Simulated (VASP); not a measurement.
Write the native input for VASP 6.6.1 that does the following.

- Task: relaxation of cell and atoms
- Functional: PBE
- Potentials or basis: VASP PAW PBE potentials, release 64 (W_sv)
- Cutoff: 600 eV
- k mesh: 18 × 18 × 10
- Occupations: fermi-dirac, width 0.05 eV
- Spin: no spin polarisation
- Target pressure: 430 GPa
- Dipole correction: no
- Further INCAR settings: ALGO = Normal; EDIFF = 1e-06; IBRION = 2; EDIFFG = -0.005; NSW = 60; ISIF = 3

The structure of W lies in POSCAR:

```
W
1.0
    2.3899895534      0.0000000000      0.0000000000
   -1.1949947767      2.0697916681      0.0000000000
    0.0000000000      0.0000000000      3.8717830766
W
2
Direct
    0.3333333333      0.6666666667      0.2500000000
    0.6666666667      0.3333333333      0.7500000000
```

This isn't the form of W at room conditions, which is bcc.

These files were run (other wordings do the same):

INCAR

```
SYSTEM = W
PREC     = Accurate       ! precision mode
ENCUT    = 600            ! plane-wave cutoff, eV
EDIFF    = 1E-6           ! SCF threshold, eV
ISMEAR   = -1             ! smearing method
SIGMA    = 0.05           ! smearing width, eV
LREAL    = .False.        ! projectors in reciprocal space
LASPH    = .True.         ! aspherical terms in the spheres
NELM     = 100            ! most SCF steps
ALGO     = Normal         ! electronic algorithm
ISIF     = 3              ! what is computed and relaxed
LWAVE    = .False.        ! write WAVECAR
LCHARG   = .False.        ! write CHGCAR
GGA      = PE             ! functional
IBRION   = 2              ! ionic algorithm
NSW      = 60             ! ionic steps
EDIFFG   = -0.005         ! ionic threshold
PSTRESS  = 4300.0
```

KPOINTS

```
Automatic mesh
0
Gamma
  18 18 10
  0 0 0
```

Potentials or basis: VASP PAW PBE potentials, release 64 (W_sv).

The run is started by

```bash
$ cat potpaw_PBE.64/W_sv/POTCAR > POTCAR
$ mpirun -np 1 vasp_std > vasp.out
```

It gave:

The relaxed volume is 9.66 Å³/atom. The relaxed cell is a = 2.411 Å, b = 2.411 Å, c = 3.835 Å, α = 90.00°, β = 90.00°, γ = 120.00°, the space group after relaxing (to 0.1 Å) is P6_3/mmc (No. 194) and the energy change on relaxing (the run minimises the enthalpy) is -220.6 meV/atom. The ionic steps are 10, the pressure after relaxing is 430.0 GPa and the band gap on the k mesh is zero (bands 14 and 15 overlap by 4.93 eV).

Caveat: the cell is relaxed towards a set pressure, so the run minimises the enthalpy, not the energy; spin-orbit coupling is left out, which moves the levels of the heavy elements.

Wall time 8.4 min on 1 thread of Intel Xeon 8259CL (shared host), peak memory 0.22 GiB.
